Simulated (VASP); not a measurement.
InSe:

```
In Se
1.0
     4.05000    0.00000    0.00000
    -2.02500    3.50740    0.00000
     0.00000    0.00000   16.93000
In Se
4 4
Direct
  0.66667 0.33333 0.84300
  0.33333 0.66667 0.34300
  0.66667 0.33333 0.65700
  0.33333 0.66667 0.15700
  0.66667 0.33333 0.39800
  0.33333 0.66667 0.89800
  0.66667 0.33333 0.10200
  0.33333 0.66667 0.60200
```

Base run:

```yaml
Program: VASP 6.6.1
Functional: PBE
Dispersion: D2
Potentials_or_basis: VASP PAW PBE potentials, release 64 (In_d, Se)
Cutoff: 520 eV
k_mesh: 6 × 6 × 2
Occupations: gaussian, width 0.02 eV
Spin: no spin polarisation
```

Its results: band gap on the k mesh zero (filled and empty bands overlap); pressure 5.0 GPa; largest force 2.746 eV/Å.

Q: The run is repeated on the same cell with these changes: dispersion from D2 to TS. What comes out?

A: Band gap on the k mesh zero (filled and empty bands overlap); pressure 6.5 GPa; largest force 2.939 eV/Å.

Caveats: the cell stands under pressure; spin-orbit coupling is left out, which moves the levels of the heavy elements; forces of over 1 eV/Å act on the atoms, so gaps and moduli don't describe the material at rest.
